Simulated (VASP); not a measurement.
Input of a VASP 6.6.1 run:

Contents of INCAR:

```
ALGO = Normal ; EDIFF = 1E-8
ENCUT = 520 ; GGA = PS
ISIF = 2 ; ISMEAR = -1
LASPH = True ; LCHARG = False
LEFG = True ; LREAL = False
LWAVE = False ; NBANDS = 26
NELM = 60 ; PREC = Accurate
SIGMA = 0.03
```

The input KPOINTS:

```
k-points
0
Gamma
  9 9 8
```

Contents of POSCAR:

```
AgCl
1.0
    1.8709097030     -5.5565952358      0.0000000000
    1.8709097030      5.5565952358      0.0000000000
    0.0000000000      0.0000000000      3.9240373500
Ag Cl
2 2
Direct
    0.3965554000      0.6034446000      0.7500000000
    0.6034446000      0.3965554000      0.2500000000
    0.8654487300      0.1345512700      0.2500000000
    0.1345512700      0.8654487300      0.7500000000
```

Potentials or basis: VASP PAW PBE potentials, release 64 (Ag, Cl).

Run with:

```console
$ cat potpaw_PBE.64/Ag/POTCAR potpaw_PBE.64/Cl/POTCAR > POTCAR
$ mpirun -np 1 vasp_std > vasp.out
```

Problem. Estimate the band gap on the k mesh.

Solution. 0.33 eV (least direct gap 1.81 eV).

Problem. Estimate the largest force.

Solution. 0.028 eV/Å.

Problem. Predict the pressure.

Solution. -3.0 GPa.

Stress tensor (GPa, compression positive):
```
-3.14  0.00  0.00
 0.00 -2.40  0.00
 0.00  0.00 -3.45
```

Caveat: without QUAD_EFG the Cq values of the log hold for a quadrupole moment of 1 mb, not for the nuclei; the PAW data sets were made with another functional, which shifts forces and pressure a little; an odd mesh through Γ misses points on the zone boundary, where band edges can lie.
